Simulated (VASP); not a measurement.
## Re: single point with PBE

The system is Re.

```
CELL_PARAMETERS angstrom
4.19758 0.00000 0.00000
-2.09879 3.63521 0.00000
0.00000 0.00000 2.62985
ATOMIC_POSITIONS crystal
Re 0.00000 0.00000 0.00000
Re 0.33333 0.66667 0.50000
Re 0.66667 0.33333 0.50000
```

This isn't the form of Re at room conditions, which is hcp.

```
Program                : VASP 6.6.1
Task                   : single point
Functional             : PBE
Potentials or basis    : VASP PAW PBE potentials, release 64 (Re_sv_GW)
Cutoff                 : 560 eV
k mesh                 : 9 × 9 × 13
Occupations            : fermi-dirac, width 0.1 eV
Spin                   : no spin polarisation
Dipole correction      : no
Further INCAR settings : ALGO = Normal; EDIFF = 1e-06; NBANDS = 30
```

```yaml
Pressure: 57.3 GPa
Band_gap_on_the_k_mesh: zero (an odd number of electrons rules out a gap without spin polarisation)
```

Stress tensor (GPa, compression positive):
```
59.96  0.00  0.00
 0.00 59.96  0.00
 0.00  0.00 52.05
```

Levels at points of the mesh, in eV from the Fermi level:
```
           k point  band 18  band 19  band 20  band 21  band 22  band 23  band 24  band 25  band 26  band 27
(0.00, 0.00, 0.00)    -3.13    -3.13    -2.21    -0.98    -0.98    -0.05    -0.05     0.02     0.02     5.13
```

It took 32 s on 1 thread of Intel(R) Xeon(R) 6975P-C (Granite Rapids) (shared host), peak memory 0.22 GiB.

Caveat: the stress differs along the axes, from 52 to 60 GPa; spin-orbit coupling is left out, which moves the levels of the heavy elements.
